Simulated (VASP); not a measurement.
Wanted: the native input for a VASP 6.6.1 run.

```
Task                   : single point
Functional             : PBE
Potentials or basis    : VASP PAW PBE potentials, release 64 (Pd)
Cutoff                 : 520 eV
k mesh                 : 20 × 20 × 20
Occupations            : gaussian, width 0.15 eV
Spin                   : no spin polarisation
Dipole correction      : no
Further INCAR settings : ALGO = Normal; EDIFF = 1e-07; NBANDS = 11
```

The structure of Pd lies in POSCAR:

```
Pd
1.0
    0.0000000000      1.9449000000      1.8476550000
    1.9449000000      0.0000000000      1.8476550000
    1.9449000000      1.9449000000      0.0000000000
Pd
1
Direct
    0.0000000000      0.0000000000      0.0000000000
```

This cell differs from its parent crystal: strain +0.000 along x and y, -0.050 along z.

One way to write it, as run:

INCAR

```
ALGO = Normal
EDIFF = 1E-7
ENCUT = 520
GGA = PE
ISIF = 2
ISMEAR = 0
LASPH = True
LCHARG = False
LREAL = False
LWAVE = False
NBANDS = 11
NELM = 100
PREC = Accurate
SIGMA = 0.15
```

KPOINTS

```
k-points
0
Gamma
  20 20 20
```

Potentials or basis: VASP PAW PBE potentials, release 64 (Pd).

Command:

```sh
$ cat potpaw_PBE.64/Pd/POTCAR > POTCAR
$ mpirun -np 1 vasp_std > vasp.out
```

It gave:

| Quantity | Value |
| --- | --- |
| Pressure | 19.6 GPa |
| Band gap on the k mesh | zero (band 5 reaches 11.20 eV, above the bottom of band 6 at 9.31 eV) |

Caveat: the cell differs from its parent crystal (strain +0.000 along x and y, -0.050 along z).

It took 32 s on 1 thread of Intel(R) Xeon(R) 6975P-C (Granite Rapids) (shared host), peak memory 0.21 GiB.
